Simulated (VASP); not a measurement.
# Ti3S2 (R-3m) in VASP: a series of runs, part 2 of 2

VASP 6.6.1. The steps go on from the part before.

### 4 Single point, PBE

INCAR reads:

```
  ALGO = Normal
  EDIFF = 1E-6
  ENCUT = 520
  GGA = PE
  ISIF = 2
  ISMEAR = 0
  LASPH = True
  LCHARG = False
  LREAL = False
  LWAVE = False
  NBANDS = 32
  NELM = 80
  PREC = Accurate
  SIGMA = 0.1
```

KPOINTS reads:

```
k-points
0
Gamma
  12 12 12
```

POSCAR reads:

```
Ti3S2
1.0
    1.7001887309      0.9816044215      7.9692390704
   -1.7001887309      0.9816044215      7.9692390704
    0.0000000000     -1.9632088430      7.9692390704
Ti S
3 2
Direct
    0.0000000000      0.0000000000      0.0000000000
    0.2134335079      0.2134335079      0.2134335079
    0.7865664921      0.7865664921      0.7865664921
    0.3958313380      0.3958313380      0.3958313380
    0.6041686620      0.6041686620      0.6041686620
```

Potentials or basis: VASP PAW PBE potentials, release 64 (Ti_sv, S).

The run is started by

```
> cat potpaw_PBE.64/Ti_sv/POTCAR potpaw_PBE.64/S/POTCAR > POTCAR
> mpirun -np 1 vasp_std > vasp.out
```

OUTCAR:

```text
EDIFF = 1E-6
   ENCUT = 520
   GGA = PE
   ISIF = 2
   ISMEAR = 0
   LASPH = True
   LREAL = False
   NELM = 80
   PREC = Accurate

 ion  position               nearest neighbor table
   1  0.000  0.000  0.000-   5 2.47   5 2.47   4 2.47   4 2.47   5 2.47   4 2.47
   2  0.213  0.213  0.213-   5 2.40   5 2.40   5 2.40
   3  0.787  0.787  0.787-   4 2.40   4 2.40   4 2.40
   4  0.396  0.396  0.396-   3 2.40   3 2.40   3 2.40   1 2.47   1 2.47   1 2.47
   5  0.604  0.604  0.604-   2 2.40   2 2.40   2 2.40   1 2.47   1 2.47   1 2.47

  LATTYP: Found a trigonal (rhomboedric) cell.
 ALAT       =     8.2074941561
 COS(alpha) =     0.9141771173

  Lattice vectors:

 A1 = (   1.7001887309,   0.9816044215,   7.9692390704)
 A2 = (  -1.7001887309,   0.9816044215,   7.9692390704)
 A3 = (   0.0000000000,  -1.9632088430,   7.9692390704)

Analysis of symmetry for initial positions (statically):
=====================================================================
 Subroutine PRICEL returns:
 Original cell was already a primitive cell.

 Routine SETGRP: Setting up the symmetry group for a
 trigonal (rhombohedral) supercell.

 Subroutine GETGRP returns: Found 12 space group operations
 (whereof 12 operations were pure point group operations)
 out of a pool of 12 trial point group operations.

The static configuration has the point symmetry D_3d.

Analysis of symmetry for dynamics (positions and initial velocities):
=====================================================================
 Subroutine PRICEL returns:
 Original cell was already a primitive cell.

 Routine SETGRP: Setting up the symmetry group for a
 trigonal (rhombohedral) supercell.

 Subroutine GETGRP returns: Found 12 space group operations
 (whereof 12 operations were pure point group operations)
 out of a pool of 12 trial point group operations.

The dynamic configuration has the point symmetry D_3d.

 Subroutine INISYM returns: Found 12 space group operations
 (whereof 12 operations are pure point group operations),
 and found     1 'primitive' translations

----------------------------------------------------------------------------------------

                                     Primitive cell

  volume of cell :      79.7998

  direct lattice vectors                    reciprocal lattice vectors
     1.700188731  0.981604422  7.969239070     0.294084998  0.169790053  0.041827498
    -1.700188731  0.981604422  7.969239070    -0.294084998  0.169790053  0.041827498
     0.000000000 -1.963208843  7.969239070     0.000000000 -0.339580106  0.041827498

  length of vectors
     8.207494156  8.207494156  8.207494156     0.342146442  0.342146442  0.342146442

  position of ions in fractional coordinates (direct lattice)
     0.000000000  0.000000000  0.000000000
     0.213433508  0.213433508  0.213433508
     0.786566492  0.786566492  0.786566492
     0.395831338  0.395831338  0.395831338
     0.604168662  0.604168662  0.604168662

  ion indices of the primitive-cell ions
   primitive index   ion index
                 1           1
                 2           2
                 3           3
                 4           4
[... 25 lines left out ...]

 Found    189 irreducible k-points:

 Following reciprocal coordinates:
            Coordinates               Weight
  0.000000  0.000000  0.000000      1.000000
  0.083333 -0.000000 -0.000000      6.000000
  0.166667 -0.000000  0.000000      6.000000
  0.250000 -0.000000  0.000000      6.000000
  0.333333 -0.000000  0.000000      6.000000
  0.416667 -0.000000  0.000000      6.000000
[... 16 lines left out ...]
  0.500000  0.166667  0.000000     12.000000
 -0.416667  0.166667  0.000000     12.000000
 [... further k-points ...]
   k-points           NKPTS =    189   k-points in BZ     NKDIM =    189   number of bands    NBANDS=     32
   number of dos      NEDOS =    301   number of ions     NIONS =      5
   total plane-waves  NPLWV = 262144
   dimension x,y,z NGX =    64 NGY =   64 NGZ =   64
   dimension x,y,z NGXF=   128 NGYF=  128 NGZF=  128
   ions per type =               3   2
   NGX,Y,Z   is equivalent  to a cutoff of  12.96, 12.96, 12.96 a.u.
   NGXF,Y,Z  is equivalent  to a cutoff of  25.93, 25.93, 25.93 a.u.
 SYSTEM =  unknown system
   PREC   = accura    normal or accurate (medium, high low for compatibility)
   ISTART =      0    job   : 0-new  1-cont  2-samecut
   ICHARG =      2    charge: 1-file 2-atom 10-const
   ISPIN  =      1    spin polarized calculation?
   LNONCOLLINEAR =      F non collinear calculations
   LSORBIT =      F    spin-orbit coupling
   LASPH  =      T    aspherical Exc in radial PAW
   ENCUT  =  520.0 eV  38.22 Ry    6.18 a.u.  15.26 15.26 15.26*2*pi/ulx,y,z
   NELM   =     80;   NELMIN=  2; NELMDL= -5     # of ELM steps
   EDIFF  = 0.1E-05   stopping-criterion for ELM
   LREAL  =      F    real-space projection
   EDIFFG = 0.1E-04   stopping-criterion for IOM
   NSW    =      0    number of steps for IOM
   IBRION =     -1    ionic relax: 0-MD 1-quasi-New 2-CG
   NFREE  =      0    steps in history (QN), initial steepest desc. (CG)
   ISIF   =      2    stress and relaxation
   ISYM   =      2    0-nonsym 1-usesym 2-fastsym
   POTIM  = 0.5000    time-step for ionic-motion
   TEBEG  =    0.0;   TEEND  =   0.0 temperature during run
   PSTRESS=    0.0 pullay stress
   NELECT =      48.0000    total number of electrons
   NUPDOWN=      -1.0000    fix difference up-down
   EMIN   =  10.00;   EMAX   =-10.00  energy-range for DOS
   EFERMI =   0.00;   METHOD = LEGACY
   ISMEAR =     0;   SIGMA  =   0.10  broadening in eV -4-tet -1-fermi 0-gaus
   EFERMI_NEDOS =   21; number of points for ismear=-14 and -15
   IALGO  =     38    algorithm
   IMIX   =      4    mixing-type and parameters
     AMIX     =   0.40;   BMIX     =  1.00
     AMIX_MAG =   1.60;   BMIX_MAG =  1.00
  volume/ion in A,a.u.               =      15.96       107.70
  Fermi-wavevector in a.u.,A,eV,Ry     =   1.381936  2.611481 25.983695  1.909748
  Thomas-Fermi vector in A             =   2.506674
   LORBIT       =      0    0 simple, 1 ext, 2 COOP (PROOUT), +10 PAW based schemes
   GGA     = PE    functional components
   LHFCALC =     F    Hartree Fock is set to
   AEXX    =    0.0000 exact exchange contribution
   IVDW    =     0    specifies the selected vdW correction
   LEPSILON=     F    determine dielectric tensor
   LRPA    =     F    only Hartree local field effects (RPA)
 non-spin polarized calculation
 Gauss-broadening in eV      SIGMA  =   0.10
  energy-cutoff  :      520.00
  volume of cell :       79.80
 maximum number of plane-waves:      2171
 NGX is ok and might be reduce to    64
   NGX = 31   NGY = 31   NGZ = 31

 number of electron      47.9999995 magnetization

 Free energy of the ion-electron system (eV)
  ---------------------------------------------------
  ext. energy  EPLUGINS =         0.00000000
  ---------------------------------------------------
  free energy    TOTEN  =       -36.82379821 eV

  energy without entropy =      -36.79950648  energy(sigma->0) =      -36.81165235

 E-fermi :   9.4807     XC(G=0): -11.4479

 val. band max:        9.4795821467   @ k =  -0.2500   0.1667   0.0000
 cond. band min:       9.4813388978   @ k =  -0.1667  -0.1667   0.0833
 fundamental gap:      0.0017567511
 Fermi energy:         9.4806528726

 k-point     1 :       0.0000    0.0000    0.0000
  band No.  band energies     occupation
      1     -48.2769      2.00000
      2     -47.7890      2.00000
      3     -47.7459      2.00000
      4     -24.6260      2.00000
      5     -24.5273      2.00000
      6     -24.5273      2.00000
[... 829 lines left out ...]
     31      11.3558      0.00000
     32      11.5061      0.00000

 [... further k-points ...]

------------------------ aborting loop because EDIFF is reached ----------------------------------------

  FORCE on cell =-STRESS in cart. coord.  units (eV):
  Direction    XX          YY          ZZ          XY          YZ          ZX
  --------------------------------------------------------------------------------------
  -------------------------------------------------------------------------------------
  Total        0.0420347      0.0420347      0.0320310      0.0000000      0.0000000      0.0000000
  in kB        0.8439494      0.8439494      0.6431003      0.0000000      0.0000000      0.0000000
  external PRESSURE =       0.7769997 kB  Pullay stress =       0.0000000 kB

 VOLUME and BASIS-vectors are now :
 -----------------------------------------------------------------------------
  energy-cutoff  :      520.00
  volume of cell :       79.80
      direct lattice vectors                 reciprocal lattice vectors
     1.700188731  0.981604422  7.969239070     0.294084998  0.169790053  0.041827498
    -1.700188731  0.981604422  7.969239070    -0.294084998  0.169790053  0.041827498
     0.000000000 -1.963208843  7.969239070     0.000000000 -0.339580106  0.041827498

 POSITION                                       TOTAL-FORCE (eV/Angst)
 -----------------------------------------------------------------------------------
      0.00000      0.00000      0.00000         0.000000      0.000000      0.000000
      0.00000      0.00000      5.10271         0.000000      0.000000     -0.024417
      0.00000      0.00000     18.80501         0.000000     -0.000000      0.024417
      0.00000      0.00000      9.46342         0.000000      0.000000     -0.004948
      0.00000      0.00000     14.44429         0.000000     -0.000000      0.004948
 -----------------------------------------------------------------------------------
    total drift:                                0.000000      0.000000     -0.000000

  FREE ENERGIE OF THE ION-ELECTRON SYSTEM (eV)
  ---------------------------------------------------
  free  energy   TOTEN  =       -36.8237982109 eV

  energy  without entropy=      -36.7995064797  energy(sigma->0) =      -36.81165235
```

Wall time 21 min (1 thread of Intel Xeon 6975P-C (Granite Rapids), shared host); peak memory 0.78 GiB.

What came out:

| Quantity | Value |
| --- | --- |
| Free energy | -36.8238 eV |
| Pressure | 0.1 GPa |
| Largest force | 0.024 eV/Å |
| Band gap on the k mesh | zero (bands 24 and 25 overlap by 0.80 eV) |

Forces in eV/Å, atoms in the order of the input:
```
Ti   0.000  0.000  0.000
Ti   0.000  0.000 -0.024
Ti   0.000  0.000  0.024
S    0.000  0.000 -0.005
S    0.000  0.000  0.005
```

Levels at points of the mesh, in eV from the Fermi level:
| k point | band 22 | band 23 | band 24 | band 25 | band 26 | band 27 |
| --- | --- | --- | --- | --- | --- | --- |
| (0.00, 0.00, 0.00) | -0.55 | -0.55 | -0.50 | -0.50 | -0.37 | 0.07 |
| (0.50, 0.00, 0.00) | -1.13 | -0.97 | -0.50 | 0.14 | 1.11 | 1.12 |
| (0.50, 0.50, 0.00) | -1.12 | -0.53 | 0.02 | 0.37 | 0.71 | 0.99 |
| (0.50, 0.50, 0.50) | -0.82 | -0.73 | -0.73 | -0.06 | -0.06 | 0.77 |

### 5 Single point, PBE, collinear spin

This run uses another cell than the first one, of 17.38 Å³/atom.

INCAR reads:

```
SYSTEM = Ti3S2
ALGO = Normal
EDIFF = 1E-6
ENCUT = 520
GGA = PE
ISIF = 2
ISMEAR = 0
ISPIN = 2
LASPH = .TRUE.
LCHARG = .FALSE.
LMAXMIX = 4
LORBIT = 11
LREAL = .FALSE.
LWAVE = .FALSE.
MAGMOM = 1 1 1 0 0
NBANDS = 36
NELM = 150
PREC = Accurate
SIGMA = 0.1
```

KPOINTS reads:

```
k-points
0
G
  6 6 6
  0 0 0
```

POSCAR reads:

```
Ti3S2
1.0
    1.7556562083      1.0136285844      8.1383570919
   -1.7556562083      1.0136285844      8.1383570919
    0.0000000000     -2.0272571689      8.1383570919
Ti S
3 2
Direct
    0.0000000000      0.0000000000      0.0000000000
    0.2095000000      0.2095000000      0.2095000000
    0.7905000000      0.7905000000      0.7905000000
    0.4000000000      0.4000000000      0.4000000000
    0.6000000000      0.6000000000      0.6000000000
```

Potentials or basis: VASP PAW PBE potentials, release 64 (Ti_sv, S).

The run is started by

```
> cat potpaw_PBE.64/Ti_sv/POTCAR potpaw_PBE.64/S/POTCAR > POTCAR
> mpirun -np 1 vasp_std > vasp.out
```

OUTCAR:

```text
SYSTEM = Ti3S2
   EDIFF = 1E-6
   ENCUT = 520
   GGA = PE
   ISIF = 2
   ISMEAR = 0
   ISPIN = 2
   LASPH = .TRUE.
   LORBIT = 11
   LREAL = .FALSE.
   NELM = 150
   PREC = Accurate

 ion  position               nearest neighbor table
   1  0.000  0.000  0.000-   5 2.60   4 2.60   5 2.60   5 2.60   4 2.60   4 2.60
   2  0.209  0.209  0.209-   5 2.46   5 2.46   5 2.46   3 2.91   3 2.91   3 2.91
   3  0.791  0.791  0.791-   4 2.46   4 2.46   4 2.46   2 2.91   2 2.91   2 2.91
   4  0.400  0.400  0.400-   3 2.46   3 2.46   3 2.46   1 2.60   1 2.60   1 2.60
   5  0.600  0.600  0.600-   2 2.46   2 2.46   2 2.46   1 2.60   1 2.60   1 2.60

  LATTYP: Found a trigonal (rhomboedric) cell.
 ALAT       =     8.3870511972
 COS(alpha) =     0.9123624232

  Lattice vectors:

 A1 = (   1.7556562083,   1.0136285844,   8.1383570919)
 A2 = (  -1.7556562083,   1.0136285844,   8.1383570919)
 A3 = (   0.0000000000,  -2.0272571689,   8.1383570919)

Analysis of symmetry for initial positions (statically):
=====================================================================
 Subroutine PRICEL returns:
 Original cell was already a primitive cell.

 Routine SETGRP: Setting up the symmetry group for a
 trigonal (rhombohedral) supercell.

 Subroutine GETGRP returns: Found 12 space group operations
 (whereof 12 operations were pure point group operations)
 out of a pool of 12 trial point group operations.

The static configuration has the point symmetry D_3d.

Analysis of symmetry for dynamics (positions and initial velocities):
=====================================================================
 Subroutine PRICEL returns:
 Original cell was already a primitive cell.

 Routine SETGRP: Setting up the symmetry group for a
 trigonal (rhombohedral) supercell.

 Subroutine GETGRP returns: Found 12 space group operations
 (whereof 12 operations were pure point group operations)
 out of a pool of 12 trial point group operations.

The dynamic configuration has the point symmetry D_3d.

Analysis of structural, dynamic, and magnetic symmetry:
[... 175 lines left out ...]
 k-point     1 :       0.0000    0.0000    0.0000
  band No.  band energies     occupation
      1     -49.4021      1.00000
      2     -48.8402      1.00000
      3     -48.7841      1.00000
      4     -25.7134      1.00000
      5     -25.6317      1.00000
      6     -25.6317      1.00000
[... 925 lines left out ...]
     35      11.1847      0.00000
     36      12.3867      0.00000

 [... further k-points ...]

 spin component 2

 k-point     1 :       0.0000    0.0000    0.0000
  band No.  band energies     occupation
      1     -49.4014      1.00000
      2     -48.8402      1.00000
      3     -48.7841      1.00000
      4     -25.7127      1.00000
      5     -25.6310      1.00000
      6     -25.6310      1.00000
[... 925 lines left out ...]
     35      11.1849      0.00000
     36      12.3868      0.00000

 [... further k-points ...]

------------------------ aborting loop because EDIFF is reached ----------------------------------------

  FORCE on cell =-STRESS in cart. coord.  units (eV):
  Direction    XX          YY          ZZ          XY          YZ          ZX
  --------------------------------------------------------------------------------------
  -------------------------------------------------------------------------------------
  Total       -5.4264796     -5.4264796     -3.7861986      0.0000000      0.0000000      0.0000000
  in kB     -100.0512315   -100.0512315    -69.8083958      0.0000000      0.0000000      0.0000000
  external PRESSURE =     -89.9702863 kB  Pullay stress =       0.0000000 kB

 VOLUME and BASIS-vectors are now :
 -----------------------------------------------------------------------------
  energy-cutoff  :      520.00
  volume of cell :       86.90
      direct lattice vectors                 reciprocal lattice vectors
     1.755656208  1.013628584  8.138357092     0.284793798  0.164425776  0.040958308
    -1.755656208  1.013628584  8.138357092    -0.284793798  0.164425776  0.040958308
     0.000000000 -2.027257169  8.138357092     0.000000000 -0.328851552  0.040958308

 POSITION                                       TOTAL-FORCE (eV/Angst)
 -----------------------------------------------------------------------------------
      0.00000      0.00000      0.00000        -0.000000      0.000000     -0.000000
      0.00000     -0.00000      5.11496         0.000000     -0.000000      0.714695
      0.00000     -0.00000     19.30011         0.000000      0.000000     -0.714695
      0.00000     -0.00000      9.76603         0.000000      0.000000     -0.844873
      0.00000     -0.00000     14.64904         0.000000     -0.000000      0.844873
 -----------------------------------------------------------------------------------
    total drift:                                0.000000     -0.000000     -0.000000

  FREE ENERGIE OF THE ION-ELECTRON SYSTEM (eV)
  ---------------------------------------------------
  free  energy   TOTEN  =       -36.4512226557 eV

  energy  without entropy=      -36.4230900987  energy(sigma->0) =      -36.43715638

 total charge

# of ion       s       p       d       tot
------------------------------------------
    1        2.116   6.069   1.952  10.137
    2        2.180   6.103   1.895  10.178
    3        2.180   6.103   1.895  10.178
    4        1.315   2.431   0.000   3.747
    5        1.315   2.431   0.000   3.747
--------------------------------------------------
tot          9.108  23.137   5.742  37.986

 magnetization (x)

# of ion       s       p       d       tot
------------------------------------------
    1        0.000   0.000   0.001   0.001
    2       -0.000   0.000   0.000   0.000
    3       -0.000   0.000   0.000   0.000
    4        0.000  -0.000   0.000  -0.000
    5        0.000  -0.000   0.000  -0.000
--------------------------------------------------
tot          0.000  -0.000   0.001   0.001
```

Wall time 10 min (1 thread of Intel Xeon 6975P-C (Granite Rapids), shared host); peak memory 0.78 GiB.

What came out:

```yaml
Free_energy: -36.4512 eV
Pressure: -9.0 GPa
Largest_force: 0.845 eV/Å
Band_gap_on_the_k_mesh: zero (filled and empty bands overlap)
Net_moment: 0.00 μB per cell
Valence_electrons_inside_the_program's_atomic_spheres: Ti 10.14, 10.18 (each value once); S 3.75
```

Forces in eV/Å, atoms in the order of the input:
```
Ti   0.000  0.000  0.000
Ti   0.000  0.000  0.715
Ti   0.000  0.000 -0.715
S    0.000  0.000 -0.845
S    0.000  0.000  0.845
```

Caveat: the cell stands under tension.

### 6 Summary

```csv
task,spin,cell,k mesh,cutoff (eV),gap on the mesh (eV),pressure (GPa),largest force (eV/Å)
single point,off,"a = 8.184 Å, angles 24.0°, 5 atoms, atomic positions A",6 × 6 × 6,520,none,0.1,0.02
relaxation of cell and atoms,off,"relaxed from a = 8.387 Å, angles 24.2°, 5 atoms, atomic positions B",6 × 6 × 6,600,none,0.0,0.02
single point,off,"a = 8.207 Å, angles 23.9°, 5 atoms, atomic positions A",12 × 12 × 12,520,none,0.1,0.02
single point,collinear,"a = 8.387 Å, angles 24.2°, 5 atoms, atomic positions B",6 × 6 × 6,520,none,-9.0,0.84
```

Alike in all rows: level PBE; potentials or basis VASP PAW PBE potentials, release 64 (Ti_sv, S); smearing gaussian 0.1 eV.

Caveats: the cell stands under tension (at least some runs).

Absolute energies hang on the potentials; compare differences alone.
